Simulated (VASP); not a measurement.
# Be2H (P-3m1) in VASP: notebook, part 3 of 3

VASP 6.6.1. The steps go on from the part before.

### Step 7. Relaxation of cell and atoms, PBE

This run uses another cell than the first one, of 7.20 Å³/atom, 1.070 times its volume.

Contents of INCAR:

```
SYSTEM = Be2H
PREC = Accurate ; ENCUT = 910
EDIFF = 1E-7 ; ISMEAR = 0
SIGMA = 0.1 ; LREAL = .FALSE.
LASPH = .TRUE. ; NELM = 120
ALGO = Normal ; ISIF = 3
LWAVE = .FALSE. ; LCHARG = .FALSE.
GGA = PE ; IBRION = 2
NSW = 90 ; EDIFFG = -0.04
GGA_COMPAT = .FALSE. ; NELMIN = 4
```

Contents of KPOINTS:

```
Automatic mesh
0
G
  9 9 4
  0 0 0
```

Contents of POSCAR:

```
Be2H
1.0
    2.4278832900      0.0000000000      0.0000000000
   -1.2139416500      2.1026086100      0.0000000000
    0.0000000000      0.0000000000      4.2336797700
Be H
2 1
Direct
    0.3333333300      0.6666666700      0.2271585000
    0.6666666700      0.3333333300      0.7728415000
    0.0000000000      0.0000000000      0.0000000000
```

Potentials or basis: VASP PAW PBE potentials, release 64 (Be, H_h).

Run with:

```sh
> cat potpaw_PBE.64/Be/POTCAR potpaw_PBE.64/H_h/POTCAR > POTCAR
> mpirun -np 1 vasp_std > vasp.out
```

OUTCAR:

```text
SYSTEM = Be2H
   PREC = Accurate
   ENCUT = 910
   EDIFF = 1E-7
   ISMEAR = 0
   LREAL = .FALSE.
   LASPH = .TRUE.
   NELM = 120
   ISIF = 3
   GGA = PE
   IBRION = 2
   NSW = 90
   EDIFFG = -0.04
   NELMIN = 4

 ion  position               nearest neighbor table
   1  0.333  0.667  0.227-   2 2.38   2 2.38   2 2.38
   2  0.667  0.333  0.773-   1 2.38   1 2.38   1 2.38
   3  0.000  0.000  0.000-

  LATTYP: Found a hexagonal cell.
 ALAT       =     2.4278832900
 C/A-ratio  =     1.7437740057

  Lattice vectors:

 A1 = (   2.4278832900,   0.0000000000,   0.0000000000)
 A2 = (  -1.2139416500,   2.1026086100,   0.0000000000)
 A3 = (   0.0000000000,   0.0000000000,   4.2336797700)

Analysis of symmetry for initial positions (statically):
=====================================================================
 Subroutine PRICEL returns:
 Original cell was already a primitive cell.

 Routine SETGRP: Setting up the symmetry group for a
 hexagonal supercell.

 Subroutine GETGRP returns: Found 12 space group operations
 (whereof 12 operations were pure point group operations)
 out of a pool of 24 trial point group operations.

The static configuration has the point symmetry D_3d.

Analysis of symmetry for dynamics (positions and initial velocities):
=====================================================================
 Subroutine PRICEL returns:
 Original cell was already a primitive cell.

 Routine SETGRP: Setting up the symmetry group for a
 hexagonal supercell.

 Subroutine GETGRP returns: Found 12 space group operations
 (whereof 12 operations were pure point group operations)
 out of a pool of 24 trial point group operations.

The dynamic configuration has the point symmetry D_3d.

[... 135 lines left out ...]
  volume of cell :       21.61
 maximum number of plane-waves:      1392
   NGX = 11   NGY = 11   NGZ = 21

--------------------------------------- Ionic step        1  -------------------------------------------

 number of electron       5.0000000 magnetization

 Free energy of the ion-electron system (eV)
  ---------------------------------------------------
  ext. energy  EPLUGINS =         0.00000000
  ---------------------------------------------------
  free energy    TOTEN  =        -9.15748488 eV

  energy without entropy =       -9.15391357  energy(sigma->0) =       -9.15569922

------------------------ aborting loop because EDIFF is reached ----------------------------------------

  FORCE on cell =-STRESS in cart. coord.  units (eV):
  Direction    XX          YY          ZZ          XY          YZ          ZX
  --------------------------------------------------------------------------------------
  -------------------------------------------------------------------------------------
  Total        0.2775399      0.2775399     -1.9588241     -0.0000000     -0.0000000      0.0000000
  in kB       20.5746149     20.5746150   -145.2117572     -0.0000000     -0.0000000      0.0000000
  external PRESSURE =     -34.6875091 kB  Pullay stress =       0.0000000 kB
[... 92 lines left out ...]
  FREE ENERGIE OF THE ION-ELECTRON SYSTEM (eV)
  ---------------------------------------------------
  free  energy   TOTEN  =        -9.4576142008 eV

  energy  without entropy=       -9.4495496143  energy(sigma->0) =       -9.45358191

[... ionic steps 4 to 15 ...]

--------------------------------------- Ionic step       16  -------------------------------------------

 number of electron       5.0000000 magnetization

------------------------ aborting loop because EDIFF is reached ----------------------------------------
[... 69 lines left out ...]
--------------------------------------- Ionic step       18  -------------------------------------------

 number of electron       5.0000000 magnetization

 Free energy of the ion-electron system (eV)
  ---------------------------------------------------
  ext. energy  EPLUGINS =         0.00000000
  ---------------------------------------------------
  free energy    TOTEN  =        -9.70550859 eV

  energy without entropy =       -9.70224166  energy(sigma->0) =       -9.70387513

 E-fermi :   5.7990     XC(G=0): -10.3677

 val. band max:        5.6632153722   @ k =   0.2222   0.1111   0.2500
 cond. band min:       5.8089972800   @ k =   0.3333   0.0000   0.2500
 fundamental gap:      0.1457819078
 Fermi energy:         5.7989795214

 k-point     1 :       0.0000    0.0000    0.0000
  band No.  band energies     occupation
      1      -6.2772      2.00000
      2      -1.6646      2.00000
      3       1.5982      2.00000
      4      17.1303      0.00000
      5      17.2295      0.00000
      6      23.2322      0.00000
[... 199 lines left out ...]
 k-point    24 :      -0.1111    0.3333    0.2500
  band No.  band energies     occupation
      1      -3.2482      2.00000
      2      -0.1838      2.00000
      3       5.8532      0.44360
      4      12.3188      0.00000
      5      13.3777      0.00000
      6      16.1659      0.00000

 [... further k-points ...]
[... 5 lines left out ...]
  --------------------------------------------------------------------------------------
  -------------------------------------------------------------------------------------
  Total       -0.0320911     -0.0320911      0.0464157      0.0000000     -0.0000000     -0.0000000
  in kB       -2.5434519     -2.5434519      3.6787802      0.0000000     -0.0000000     -0.0000000
  external PRESSURE =      -0.4693745 kB  Pullay stress =       0.0000000 kB
[... 18 lines left out ...]
  FREE ENERGIE OF THE ION-ELECTRON SYSTEM (eV)
  ---------------------------------------------------
  free  energy   TOTEN  =        -9.7055085925 eV

  energy  without entropy=       -9.7022416629  energy(sigma->0) =       -9.70387513

 reached required accuracy - stopping structural energy minimisation
```

Wall time 66 s (1 thread of Intel Xeon Platinum 8488C (Sapphire Rapids), shared host); peak memory 0.17 GiB.

Results:

```yaml
Free_energy: -9.7055 eV
Relaxed_volume: 6.74 Å³/atom
Relaxed_cell: a = 2.240 Å, b = 2.240 Å, c = 4.651 Å, α = 90.00°, β = 90.00°, γ = 120.00°
Space_group_after_relaxing_to_0.05_Å: P-3m1 (No. 164)
Energy_gained_by_relaxing: 182.7 meV/atom
Ionic_steps: 18
Pressure_after_relaxing: 0.0 GPa
Largest_force_after_relaxing: 0.006 eV/Å
```

Forces on the atoms (eV/Å):
```
Be   0.000  0.000 -0.006
Be   0.000  0.000  0.006
H    0.000  0.000  0.000
```

Stress tensor (GPa, compression positive):
```
-0.25  0.00  0.00
 0.00 -0.25  0.00
 0.00  0.00  0.37
```

Step by step:
```
step  energy change (eV)  largest force (eV/Å)  pressure (GPa)  volume (Å³)
   1              0.0000                1.0732           -3.47        21.61
   2             -0.1552                0.9326           -3.95        21.12
   3             -0.3001                0.3731            2.86        19.57
   4             -0.3198                0.3469           -0.69        20.04
   5             -0.3209                0.2072           -0.02        19.93
   6             -0.3460                0.1623           -0.08        19.87
   7             -0.3832                0.1095            0.77        19.75
   8             -0.3719                0.6700            4.78        19.47
   9             -0.3927                0.3744            2.17        19.64
  10             -0.4020                0.3233            1.92        19.69
  11             -0.4087                0.1912            1.80        19.79
  12             -0.4572                0.0586            1.65        19.95
  13             -0.5338                0.3935            1.15        20.12
  14             -0.5381                0.2948            1.07        20.10
  15             -0.5384                0.3295            1.06        20.11
  16             -0.5467                0.0652           -0.13        20.24
  17             -0.5468                0.0255           -0.30        20.26
  18             -0.5480                0.0062           -0.05        20.21
```

Final structure:
```cif
data_structure
_symmetry_space_group_name_H-M 'P 1'
_symmetry_Int_Tables_number 1
_cell_length_a 2.2402
_cell_length_b 2.2402
_cell_length_c 4.6512
_cell_angle_alpha 90.000
_cell_angle_beta 90.000
_cell_angle_gamma 120.000
_cell_volume 20.21
loop_
_atom_site_label
_atom_site_type_symbol
_atom_site_fract_x
_atom_site_fract_y
_atom_site_fract_z
_atom_site_occupancy
Be1 Be 0.33333 0.66667 0.30115 1
Be2 Be 0.66667 0.33333 0.69885 1
H1 H 0.00000 0.00000 0.00000 1
```

Levels at points of the mesh, in eV from the Fermi level:
| k point | band 1 | band 2 | band 3 | band 4 | band 5 | band 6 |
| --- | --- | --- | --- | --- | --- | --- |
| (0.00, 0.00, 0.00) | -12.08 | -7.46 | -4.20 | 11.33 | 11.43 | 17.43 |
| (0.00, 0.00, 0.50) | -11.42 | -9.62 | 0.29 | 3.16 | 17.63 | 17.63 |

Caveat: the k points lie up to 0.36 Å⁻¹ apart in the final cell.

### Step 8. Summary

| task | potentials or basis | cell | k mesh | cutoff (eV) | second run | gap on the mesh (eV) | pressure (GPa) | relaxed volume (Å³/atom) | largest force (eV/Å) |
| --- | --- | --- | --- | --- | --- | --- | --- | --- | --- |
| single point | VASP PAW PBE potentials, release 64 (Be, H) | a = 2.218, b = 2.218, c = 4.738 Å, angles 90.0, 90.0, 120.0°, 3 atoms | 24 × 24 × 12 | 520 | - | none | 0.0 | - | - |
| relaxation of cell and atoms | VASP PAW PBE potentials, release 64 (Be, H) | relaxed from a = 2.378, b = 2.378, c = 4.069 Å, angles 90.0, 90.0, 120.0°, 3 atoms | 24 × 24 × 12 | 600 | - | none | -0.1 | 6.74 | - |
| single point | VASP PAW PBE potentials, release 64 (Be, H) | a = 2.378, b = 2.378, c = 4.069 Å, angles 90.0, 90.0, 120.0°, 3 atoms | 9 × 9 × 4 | 520 | - | none | -0.2 | - | 0.01 |
| relaxation of cell and atoms | VASP PAW PBE potentials, release 64 (Be, H) | relaxed from a = 2.428, b = 2.428, c = 4.234 Å, angles 90.0, 90.0, 120.0°, 3 atoms | 9 × 9 × 4 | 600 | - | none | -0.1 | 6.74 | - |
| single point | VASP PAW PBE potentials, release 64 (Be, H) | a = 2.428, b = 2.428, c = 4.234 Å, angles 90.0, 90.0, 120.0°, 3 atoms | 9 × 9 × 4 | 520 | - | none | -3.5 | - | 1.07 |
| relaxation of cell and atoms | VASP PAW PBE potentials, release 64 (Be, H_h) | relaxed from a = 2.428, b = 2.428, c = 4.234 Å, angles 90.0, 90.0, 120.0°, 3 atoms | 9 × 9 × 4 | 910 | hard_potentials | none | 0.0 | 6.74 | 0.01 |

Alike in all rows: level PBE; no spin polarisation; smearing gaussian 0.1 eV.

Caveats: some runs use coarse meshes; forces of over 1 eV/Å act on the atoms, so gaps and moduli don't describe the material at rest (some runs).

Total energies depend on the potentials used, so only differences within one code and one set of settings carry meaning.
